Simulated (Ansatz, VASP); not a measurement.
# Two plane-wave programs on Pt

```
Pt
1.0
     0.00000    1.92914    1.92914
     1.92914    0.00000    1.92914
     1.92914    1.92914    0.00000
Pt
1
Direct
  0.00000 0.00000 0.00000
```

Alike in both runs: task single point; functional PBEsol; k mesh 22 × 22 × 22; occupations gaussian, width 0.15 eV; no spin polarisation.

|  | VASP | Ansatz |
| --- | --- | --- |
| version | VASP 6.6.1 | Ansatz 0.2.0 |
| potentials or method | VASP PAW PBE potentials, release 64 (Pt), cutoff 520 eV | scalar-relativistic, plane waves, PAW |
| valence electrons in the cell | 10 | 18 |

```tsv
	VASP	Ansatz	Ansatz less VASP
gap on the k mesh at the Fermi level (eV)	none	none	-
pressure (GPa)	14.7	15.1	+0.39
```

VASP's potentials were made for PBE, not for PBEsol, and Ansatz warns of the same on its side. A gap of «none» marks a metal or a gap that the smearing closes. VASP's potentials hold 10 valence electrons a cell and Ansatz's 18, so a difference there can come from the potentials and not from the codes.

Spin-orbit coupling is off throughout.
